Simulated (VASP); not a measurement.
# ZrS2 (base) (P-3m1) in VASP: notebook

ZrS2 (base) is run at these levels: PBE+D3(BJ); tasks: single point.

Program: VASP 6.6.1. These are calculated values, not measurements. Logs are shortened: lines on timing, memory, paths and dates and some standing lists are left out, and cuts for length are marked.

**1. The cell of the first run**

Symmetry: P-3m1, No. 164, trigonal system. The conventional cell has a = 3.671 Å, b = 3.671 Å, c = 6.108 Å, α = 90.00°, β = 90.00°, γ = 120.00°. Within 3.4 Å of Zr (site symmetry -3m) lie 6 S at 2.56 Å. Within 3.4 Å of S (site symmetry 3m) lie 3 Zr at 2.56 Å.

**2. Single point, PBE+D3(BJ)**

File INCAR:

```
ALGO = Normal
EDIFF = 1E-6
ENCUT = 500
GGA = PE
GGA_COMPAT = F
ISIF = 2
ISMEAR = 0
IVDW = 12
LASPH = T
LCHARG = F
LREAL = F
LWAVE = F
NBANDS = 19
NELM = 120
PREC = Accurate
SIGMA = 0.1
```

File KPOINTS:

```
k-points
0
Gamma
  6 6 4
```

File POSCAR:

```
ZrS2
1.0
    3.6711300500      0.0000000000      0.0000000000
   -1.8355650200      3.1792918800      0.0000000000
    0.0000000000      0.0000000000      6.1079144200
Zr S
1 2
Direct
    0.0000000000      0.0000000000      0.0000000000
    0.6666666700      0.3333333300      0.7639520500
    0.3333333300      0.6666666700      0.2360479500
```

Potentials or basis: VASP PAW PBE potentials, release 64 (Zr_sv, S).

Launch:

```console
$ cat potpaw_PBE.64/Zr_sv/POTCAR potpaw_PBE.64/S/POTCAR > POTCAR
$ mpirun -np 1 vasp_std > vasp.out
```

OUTCAR:

```text
EDIFF = 1E-6
   ENCUT = 500
   GGA = PE
   ISIF = 2
   ISMEAR = 0
   IVDW = 12
   LASPH = T
   LREAL = F
   NELM = 120
   PREC = Accurate
 IVDW          = 12

 ion  position               nearest neighbor table
   1  0.000  0.000  0.000-   2 2.56   3 2.56   3 2.56   2 2.56   2 2.56   3 2.56
   2  0.667  0.333  0.764-   1 2.56   1 2.56   1 2.56
   3  0.333  0.667  0.236-   1 2.56   1 2.56   1 2.56

  LATTYP: Found a hexagonal cell.
 ALAT       =     3.6711300500
 C/A-ratio  =     1.6637695578

  Lattice vectors:

 A1 = (   3.6711300500,   0.0000000000,   0.0000000000)
 A2 = (  -1.8355650200,   3.1792918800,   0.0000000000)
 A3 = (   0.0000000000,   0.0000000000,   6.1079144200)

Analysis of symmetry for initial positions (statically):
=====================================================================
 Subroutine PRICEL returns:
 Original cell was already a primitive cell.

 Routine SETGRP: Setting up the symmetry group for a
 hexagonal supercell.

 Subroutine GETGRP returns: Found 12 space group operations
 (whereof 12 operations were pure point group operations)
 out of a pool of 24 trial point group operations.

The static configuration has the point symmetry D_3d.

Analysis of symmetry for dynamics (positions and initial velocities):
=====================================================================
 Subroutine PRICEL returns:
 Original cell was already a primitive cell.

 Routine SETGRP: Setting up the symmetry group for a
 hexagonal supercell.

 Subroutine GETGRP returns: Found 12 space group operations
 (whereof 12 operations were pure point group operations)
 out of a pool of 24 trial point group operations.

The dynamic configuration has the point symmetry D_3d.

 Subroutine INISYM returns: Found 12 space group operations
 (whereof 12 operations are pure point group operations),
 and found     1 'primitive' translations

----------------------------------------------------------------------------------------

                                     Primitive cell

  volume of cell :      71.2891

  direct lattice vectors                    reciprocal lattice vectors
     3.671130050  0.000000000  0.000000000     0.272395689  0.157267724  0.000000000
    -1.835565020  3.179291880  0.000000000     0.000000000  0.314535449  0.000000000
     0.000000000  0.000000000  6.107914420     0.000000000  0.000000000  0.163722006

  length of vectors
     3.671130050  3.671130044  6.107914420     0.314535449  0.314535449  0.163722006

  position of ions in fractional coordinates (direct lattice)
     0.000000000  0.000000000  0.000000000
     0.666666670  0.333333330  0.763952050
     0.333333330  0.666666670  0.236047950

  ion indices of the primitive-cell ions
   primitive index   ion index
                 1           1
                 2           2
                 3           3

----------------------------------------------------------------------------------------

 KPOINTS: k-points

Automatic generation of k-mesh.
 Grid dimensions read from file:
 generate k-points for:    6    6    4

 Generating k-lattice:

  Cartesian coordinates                     Fractional coordinates (reciprocal lattice)
     0.045399282  0.026211287  0.000000000     0.166666667  0.000000000  0.000000000
     0.000000000  0.052422575  0.000000000     0.000000000  0.166666667  0.000000000
     0.000000000  0.000000000  0.040930501     0.000000000  0.000000000  0.250000000

  Length of vectors
     0.052422575  0.052422575  0.040930501

  Shift w.r.t. Gamma in fractional coordinates (k-lattice)
     0.000000000  0.000000000  0.000000000

 Subroutine IBZKPT returns following result:
 ===========================================

 Found     24 irreducible k-points:

 Following reciprocal coordinates:
            Coordinates               Weight
  0.000000  0.000000  0.000000      1.000000
  0.166667  0.000000  0.000000      6.000000
  0.333333 -0.000000  0.000000      6.000000
  0.500000 -0.000000  0.000000      3.000000
  0.166667  0.166667  0.000000      6.000000
  0.333333  0.166667  0.000000     12.000000
[... 16 lines left out ...]
  0.333333  0.166667  0.500000     12.000000
  0.333333  0.333333  0.500000      2.000000
   k-points           NKPTS =     24   k-points in BZ     NKDIM =     24   number of bands    NBANDS=     19
   number of dos      NEDOS =    301   number of ions     NIONS =      3
   total plane-waves  NPLWV =  37632
   dimension x,y,z NGX =    28 NGY =   28 NGZ =   48
   dimension x,y,z NGXF=    56 NGYF=   56 NGZF=   96
   ions per type =               1   2
   NGX,Y,Z   is equivalent  to a cutoff of  12.68, 12.68, 13.06 a.u.
   NGXF,Y,Z  is equivalent  to a cutoff of  25.36, 25.36, 26.13 a.u.
 SYSTEM =  unknown system
   PREC   = accura    normal or accurate (medium, high low for compatibility)
   ISTART =      0    job   : 0-new  1-cont  2-samecut
   ICHARG =      2    charge: 1-file 2-atom 10-const
   ISPIN  =      1    spin polarized calculation?
   LNONCOLLINEAR =      F non collinear calculations
   LSORBIT =      F    spin-orbit coupling
   LASPH  =      T    aspherical Exc in radial PAW
   ENCUT  =  500.0 eV  36.75 Ry    6.06 a.u.   6.69  6.69 11.14*2*pi/ulx,y,z
   NELM   =    120;   NELMIN=  2; NELMDL= -5     # of ELM steps
   EDIFF  = 0.1E-05   stopping-criterion for ELM
   LREAL  =      F    real-space projection
   EDIFFG = 0.1E-04   stopping-criterion for IOM
   NSW    =      0    number of steps for IOM
   IBRION =     -1    ionic relax: 0-MD 1-quasi-New 2-CG
   NFREE  =      0    steps in history (QN), initial steepest desc. (CG)
   ISIF   =      2    stress and relaxation
   ISYM   =      2    0-nonsym 1-usesym 2-fastsym
   POTIM  = 0.5000    time-step for ionic-motion
   TEBEG  =    0.0;   TEEND  =   0.0 temperature during run
   PSTRESS=    0.0 pullay stress
   NELECT =      24.0000    total number of electrons
   NUPDOWN=      -1.0000    fix difference up-down
   EMIN   =  10.00;   EMAX   =-10.00  energy-range for DOS
   EFERMI =   0.00;   METHOD = LEGACY
   ISMEAR =     0;   SIGMA  =   0.10  broadening in eV -4-tet -1-fermi 0-gaus
   EFERMI_NEDOS =   21; number of points for ismear=-14 and -15
   IALGO  =     38    algorithm
   IMIX   =      4    mixing-type and parameters
     AMIX     =   0.40;   BMIX     =  1.00
     AMIX_MAG =   1.60;   BMIX_MAG =  1.00
  volume/ion in A,a.u.               =      23.76       160.36
  Fermi-wavevector in a.u.,A,eV,Ry     =   1.138861  2.152136 17.646828  1.297005
  Thomas-Fermi vector in A             =   2.275565
   LORBIT       =      0    0 simple, 1 ext, 2 COOP (PROOUT), +10 PAW based schemes
   GGA     = PE    functional components
   LHFCALC =     F    Hartree Fock is set to
   AEXX    =    0.0000 exact exchange contribution
   IVDW    =    12    specifies the selected vdW correction
   LEPSILON=     F    determine dielectric tensor
   LRPA    =     F    only Hartree local field effects (RPA)
 non-spin polarized calculation
 Gauss-broadening in eV      SIGMA  =   0.10
  energy-cutoff  :      500.00
  volume of cell :       71.29
 maximum number of plane-waves:      1846
 NGX is ok and might be reduce to    28
   NGX = 13   NGY = 13   NGZ = 23

 number of electron      24.0000002 magnetization

 Free energy of the ion-electron system (eV)
  ---------------------------------------------------
  ext. energy  EPLUGINS =         0.00000000
  ---------------------------------------------------
  free energy    TOTEN  =       -21.41842363 eV

  energy without entropy =      -21.41842363  energy(sigma->0) =      -21.41842363

 E-fermi :   4.5507     XC(G=0):  -9.3045

 val. band max:        4.0357670706   @ k =   0.0000   0.0000   0.0000
 cond. band min:       5.1020992535   @ k =   0.5000  -0.0000   0.5000
 fundamental gap:      1.0663321829
 Fermi energy:         4.5506878259

 k-point     1 :       0.0000    0.0000    0.0000
  band No.  band energies     occupation
      1     -44.8455      2.00000
      2     -22.9115      2.00000
      3     -22.7544      2.00000
      4     -22.7544      2.00000
      5      -8.4801      2.00000
      6      -7.1011      2.00000
[... 11 lines left out ...]
     18       9.9158      0.00000
     19      10.0635      0.00000

 k-point     2 :       0.1667    0.0000    0.0000
  band No.  band energies     occupation
      1     -44.8408      2.00000
      2     -22.8973      2.00000
      3     -22.8207      2.00000
      4     -22.7687      2.00000
      5      -8.2085      2.00000
      6      -7.1634      2.00000
[... 11 lines left out ...]
     18      10.9864      0.00000
     19      11.6146      0.00000

 k-point     3 :       0.3333   -0.0000    0.0000
  band No.  band energies     occupation
      1     -44.8314      2.00000
      2     -22.9513      2.00000
      3     -22.8677      2.00000
      4     -22.7970      2.00000
      5      -7.6615      2.00000
      6      -7.2293      2.00000
[... 11 lines left out ...]
     18      11.5918      0.00000
     19      12.3289      0.00000

 k-point     4 :       0.5000   -0.0000    0.0000
  band No.  band energies     occupation
      1     -44.8267      2.00000
      2     -23.0145      2.00000
      3     -22.8534      2.00000
      4     -22.8111      2.00000
      5      -7.5297      2.00000
      6      -7.0723      2.00000
[... 11 lines left out ...]
     18      10.8110      0.00000
     19      12.0533      0.00000

 k-point     5 :       0.1667    0.1667    0.0000
  band No.  band energies     occupation
      1     -44.8337      2.00000
      2     -22.9058      2.00000
      3     -22.8762      2.00000
      4     -22.8025      2.00000
      5      -7.7744      2.00000
      6      -7.2476      2.00000
[... 11 lines left out ...]
     18      12.3236      0.00000
     19      13.0391      0.00000

 k-point     6 :       0.3333    0.1667    0.0000
  band No.  band energies     occupation
      1     -44.8267      2.00000
      2     -22.9804      2.00000
      3     -22.8552      2.00000
      4     -22.8447      2.00000
      5      -7.4198      2.00000
      6      -7.1904      2.00000
[... 11 lines left out ...]
     18      12.0062      0.00000
     19      12.4065      0.00000

 k-point     7 :       0.3333    0.3333    0.0000
  band No.  band energies     occupation
      1     -44.8243      2.00000
      2     -22.9331      2.00000
      3     -22.9331      2.00000
      4     -22.8469      2.00000
      5      -7.2311      2.00000
      6      -7.2311      2.00000
[... 11 lines left out ...]
     18      11.9826      0.00000
     19      13.8576      0.00000

 k-point     8 :       0.0000    0.0000    0.2500
  band No.  band energies     occupation
      1     -44.8455      2.00000
      2     -22.9117      2.00000
      3     -22.7544      2.00000
      4     -22.7544      2.00000
      5      -8.4040      2.00000
      6      -7.2236      2.00000
[... 256 lines left out ...]
 k-point    20 :       0.3333   -0.0000    0.5000
  band No.  band energies     occupation
      1     -44.8314      2.00000
      2     -22.9512      2.00000
      3     -22.8679      2.00000
      4     -22.7970      2.00000
      5      -7.6115      2.00000
      6      -7.2803      2.00000
[... 11 lines left out ...]
     18      10.9785      0.00000
     19      11.8619      0.00000

 k-point    21 :       0.5000   -0.0000    0.5000
  band No.  band energies     occupation
      1     -44.8267      2.00000
      2     -23.0144      2.00000
      3     -22.8535      2.00000
      4     -22.8111      2.00000
      5      -7.5869      2.00000
      6      -6.9977      2.00000
[... 11 lines left out ...]
     18      10.5819      0.00000
     19      11.3290      0.00000

 k-point    22 :       0.1667    0.1667    0.5000
  band No.  band energies     occupation
      1     -44.8337      2.00000
      2     -22.9057      2.00000
      3     -22.8764      2.00000
      4     -22.8025      2.00000
      5      -7.6353      2.00000
      6      -7.4018      2.00000
[... 11 lines left out ...]
     18      12.6245      0.00000
     19      12.7376      0.00000

 k-point    23 :       0.3333    0.1667    0.5000
  band No.  band energies     occupation
      1     -44.8267      2.00000
      2     -22.9804      2.00000
      3     -22.8553      2.00000
      4     -22.8447      2.00000
      5      -7.4578      2.00000
      6      -7.1464      2.00000
[... 11 lines left out ...]
     18      11.3241      0.00000
     19      12.0728      0.00000

 k-point    24 :       0.3333    0.3333    0.5000
  band No.  band energies     occupation
      1     -44.8243      2.00000
      2     -22.9330      2.00000
      3     -22.9330      2.00000
      4     -22.8471      2.00000
      5      -7.2332      2.00000
      6      -7.2332      2.00000
[... 11 lines left out ...]
     18      12.4079      0.00000
     19      12.7756      0.00000

------------------------ aborting loop because EDIFF is reached ----------------------------------------

 Edisp (eV)   -0.99062

 E8    (eV) :    -0.4195

  FORCE on cell =-STRESS in cart. coord.  units (eV):
  Direction    XX          YY          ZZ          XY          YZ          ZX
  --------------------------------------------------------------------------------------
  -------------------------------------------------------------------------------------
  Total      -0.51221    -0.51221    -0.43828    -0.00000     0.00000    -0.00000
  in kB     -11.51160   -11.51160    -9.85014    -0.00000     0.00000    -0.00000
  external pressure =      -10.96 kB  Pullay stress =        0.00 kB

 VOLUME and BASIS-vectors are now :
 -----------------------------------------------------------------------------
  energy-cutoff  :      500.00
  volume of cell :       71.29
      direct lattice vectors                 reciprocal lattice vectors
     3.671130050  0.000000000  0.000000000     0.272395689  0.157267724  0.000000000
    -1.835565020  3.179291880  0.000000000     0.000000000  0.314535449  0.000000000
     0.000000000  0.000000000  6.107914420     0.000000000  0.000000000  0.163722006

 POSITION                                       TOTAL-FORCE (eV/Angst)
 -----------------------------------------------------------------------------------
      0.00000      0.00000      0.00000        -0.000000      0.000000      0.000000
      1.83557      1.05976      4.66615         0.000000      0.000000     -0.120710
     -0.00000      2.11953      1.44176        -0.000000     -0.000000      0.120710
 -----------------------------------------------------------------------------------
    total drift:                                0.000000      0.000000     -0.000000

  FREE ENERGIE OF THE ION-ELECTRON SYSTEM (eV)
  ---------------------------------------------------
  free  energy   TOTEN  =       -22.4090452610 eV

  energy  without entropy=      -22.4090452610  energy(sigma->0) =      -22.40904526
```

It took 37 s on 1 thread of Intel Xeon Platinum 8259CL at 2.50GHz (Skylake/Cascade Lake), shared host; peak memory 0.2 GiB.

What came out:

```yaml
Free_energy: -22.4090 eV
Pressure: -1.1 GPa
Largest_force: 0.121 eV/Å
Band_gap_on_the_k_mesh: 1.07 eV, indirect (least direct gap 1.67 eV)
Dispersion_energy_per_atom: -0.330 eV
```

Forces in eV/Å, atoms in the order of the input:
```
Zr   0.000  0.000  0.000
S    0.000  0.000 -0.121
S    0.000  0.000  0.121
```

Stress tensor (GPa, compression positive):
```
-1.15  0.00  0.00
 0.00 -1.15  0.00
 0.00  0.00 -0.99
```

Levels at points of the mesh, in eV from the valence-band top:
| k point | band 10 | band 11 | band 12 | band 13 | band 14 | band 15 |
| --- | --- | --- | --- | --- | --- | --- |
| (0.00, 0.00, 0.00) | -0.05 | 0.00 | 0.00 | 1.67 | 1.67 | 2.48 |
| (0.50, 0.00, 0.00) | -2.32 | -1.57 | -1.06 | 1.24 | 3.38 | 3.66 |
| (0.00, 0.00, 0.50) | -1.50 | -0.09 | -0.09 | 1.65 | 1.65 | 2.82 |
| (0.50, 0.00, 0.50) | -2.19 | -0.89 | -0.77 | 1.07 | 3.37 | 3.66 |

**3. Single point, PBE+D3(BJ)**

This run uses another cell than the first one, of 21.82 Å³/atom, 0.918 times its volume.

File INCAR:

```
SYSTEM = ZrS2
  ALGO = Normal
  EDIFF = 1E-6
  ENCUT = 500
  GGA = PE
  GGA_COMPAT = .FALSE.
  ISIF = 2
  ISMEAR = 0
  IVDW = 12
  LASPH = .TRUE.
  LCHARG = .TRUE.
  LELF = .TRUE.
  LREAL = .FALSE.
  LVHAR = .TRUE.
  LWAVE = .FALSE.
  NBANDS = 19
  NELM = 120
  PREC = Accurate
  SIGMA = 0.02
```

File KPOINTS:

```
k-points
0
G
  9 9 6
  0 0 0
```

File POSCAR:

```
ZrS2
1.0
    3.6351225207     -0.0000000029      0.0000000000
   -1.8175612579      3.1481084502      0.0000000000
    0.0000000000      0.0000000000      5.7204557121
Zr S
1 2
Direct
    0.0000000000      0.0000000000      0.0000000000
    0.6666666667      0.3333333333      0.7447326716
    0.3333333333      0.6666666667      0.2552673284
```

Potentials or basis: VASP PAW PBE potentials, release 64 (Zr_sv, S).

Launch:

```console
$ cat potpaw_PBE.64/Zr_sv/POTCAR potpaw_PBE.64/S/POTCAR > POTCAR
$ mpirun -np 1 vasp_std > vasp.out
```

It took 84 s on 1 thread of Intel Xeon Platinum 8259CL at 2.50GHz (Skylake/Cascade Lake), shared host; peak memory 0.22 GiB.

The run converged. Its results:

- Free energy: -22.4566 eV
- Pressure: 0.0 GPa
- Largest force: 0.007 eV/Å
- Band gap on the k mesh: 0.70 eV, indirect (least direct gap 1.42 eV)
- Dispersion energy per atom: -0.363 eV

Forces on the atoms (eV/Å):
```
Zr   0.000  0.000  0.000
S    0.000  0.000 -0.007
S    0.000  0.000  0.007
```

Levels at points of the mesh, in eV from the valence-band top:
```
           k point  band 8  band 9  band 10  band 11  band 12  band 13  band 14  band 15  band 16  band 17
(0.00, 0.00, 0.00)   -2.97   -2.97    -0.24    -0.24     0.00     1.42     1.42     2.12     4.64     4.64
(0.00, 0.00, 0.50)   -2.91   -2.91    -2.14    -0.44    -0.44     1.37     1.37     2.52     5.17     5.17
```
